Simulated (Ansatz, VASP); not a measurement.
# CdSe: VASP beside Ansatz

Contents of POSCAR:

```
CdSe
1.0
    0.0000000000      3.0496647307      3.0496647307
    3.0496647307      0.0000000000      3.0496647307
    3.0496647307      3.0496647307      0.0000000000
Cd Se
1 1
Direct
    0.0000000000      0.0000000000      0.0000000000
    0.2500000000      0.2500000000      0.2500000000
```

File INCAR.step1:

```
PREC = Accurate ; ENCUT = 520
ISMEAR = -1 ; SIGMA = 0.05
LREAL = F ; LASPH = T
NELM = 100 ; NBANDS = 16
GGA = PE ; ALGO = Normal
EDIFF = 1E-4 ; LWAVE = T
LCHARG = F
```

Contents of INCAR.step2:

```
PREC = Accurate ; ENCUT = 520
EDIFF = 1E-6 ; ISMEAR = -1
SIGMA = 0.05 ; LREAL = F
LASPH = T ; NELM = 100
ALGO = Normal ; ISIF = 2
LWAVE = F ; LCHARG = F
METAGGA = R2SCAN ; LMIXTAU = T
LUSE_VDW = T ; IVDW_NL = 2
BPARAM = 11.95 ; CPARAM = 0.0093
NBANDS = 16 ; ISTART = 1
```

Contents of KPOINTS:

```
Automatic mesh
0
Gamma
  8 8 8
```

The input input.yaml:

```yaml
crystal:
  lattice:
    - [0.0, 3.0496647307, 3.0496647307]
    - [3.0496647307, 0.0, 3.0496647307]
    - [3.0496647307, 3.0496647307, 0.0]
  atoms:
    - { symbol: Cd, position: [0.0, 0.0, 0.0] }
    - { symbol: Se, position: [0.25, 0.25, 0.25] }
hamiltonian:
  xc: r2scan
  pseudopotentials: { kind: paw }
  dispersion: rvv10
kpoints:
  mp_grid: { grid: [8, 8, 8] }
scf:
  occupations: { method: fermi_dirac, width: 0.05 }
output:
  forces: true
  stress: true
  eigenvalues: true
  write_density: true
  write_potential: true
  elf: true
  volumetric_format: npy
```

Alike in both runs: task single point; functional r2SCAN; dispersion rVV10; k mesh 8 × 8 × 8; occupations fermi-dirac, width 0.05 eV; no spin polarisation.

|  | VASP | Ansatz |
| --- | --- | --- |
| version | VASP 6.6.1 | Ansatz 0.2.0 |
| potentials or method | VASP PAW PBE potentials, release 64 (Cd, Se) | Ansatz PAW |
| plane-wave cutoff (eV) | 520 | 500 |
| valence electrons in the cell | 18 | 36 |

VASP gave:

```
gap on the k mesh at the Fermi level (eV) : 1.01
least direct gap on the mesh (eV)         : 1.01
pressure (GPa)                            : 0.4
```

**Question.** Estimate Ansatz's values.

**Answer.** gap on the k mesh at the Fermi level (eV): 1.02; least direct gap on the mesh (eV): 1.02; pressure (GPa): 0.0.

VASP's potentials were made for PBE, not for r2SCAN. VASP's potentials hold 18 valence electrons a cell and Ansatz's 36, so a difference there can come from the potentials and not from the codes.
